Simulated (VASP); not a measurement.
Wanted: the native input for a VASP 6.6.1 run.

* Task: single point
* Functional: r2SCAN
* Potentials or basis: VASP PAW PBE potentials, release 64 (K_sv, F)
* Cutoff: 520 eV
* k mesh: 8 × 8 × 8
* Occupations: gaussian, width 0.01 eV
* Spin: no spin polarisation
* Dipole correction: no
* Further INCAR settings: ALGO = Normal; EDIFF = 1e-06; NBANDS = 15

The system is KF.

```
CELL_PARAMETERS angstrom
0.10568 2.96799 2.96799
2.96799 0.10568 2.96799
2.96799 2.96799 0.10568
ATOMIC_POSITIONS crystal
K 0.00392 0.00392 0.00392
F 0.24608 0.24608 0.24608
```

This cell differs from its parent crystal: epitaxial 111 strain -2.5%.

The input as run:

POSCAR

```
KF
1.0
    0.1056761339      2.9679860682      2.9679860682
    2.9679860682      0.1056761339      2.9679860682
    2.9679860682      2.9679860682      0.1056761339
K F
1 1
Direct
    0.0039156716      0.0039156716      0.0039156716
    0.2460843284      0.2460843284      0.2460843284
```

INCAR.step1

```
  ALGO = Normal
  EDIFF = 1E-4
  ENCUT = 520
  GGA = PE
  ISMEAR = 0
  LASPH = True
  LCHARG = False
  LREAL = False
  LWAVE = True
  NBANDS = 15
  NELM = 80
  PREC = Accurate
  SIGMA = 0.01
```

INCAR.step2

```
  ALGO = Normal
  EDIFF = 1E-6
  ENCUT = 520
  ISIF = 2
  ISMEAR = 0
  ISTART = 1
  LASPH = True
  LCHARG = True
  LELF = True
  LMIXTAU = True
  LREAL = False
  LVHAR = True
  LWAVE = False
  METAGGA = R2SCAN
  NBANDS = 15
  NELM = 80
  PREC = Accurate
  SIGMA = 0.01
```

KPOINTS

```
k-points
0
Gamma
  8 8 8
```

Potentials or basis: VASP PAW PBE potentials, release 64 (K_sv, F).

Run with:

```sh
$ cat potpaw_PBE.64/K_sv/POTCAR potpaw_PBE.64/F/POTCAR > POTCAR
$ cp INCAR.step1 INCAR
$ mpirun -np 1 vasp_std > vasp.out
$ cp INCAR.step2 INCAR
$ mpirun -np 1 vasp_std > vasp.out
```

It gave:

```yaml
Pressure: 0.5 GPa
Band_gap_on_the_k_mesh: 5.79 eV, indirect (least direct gap 5.99 eV)
```

Caveat: the cell differs from its parent crystal (epitaxial 111 strain -2.5%); the PAW data sets were made with another functional, which shifts forces and pressure a little.

Wall time 2.4 min on 1 thread of Intel Xeon 6975P-C, with other jobs on the host, peak memory 0.21 GiB.
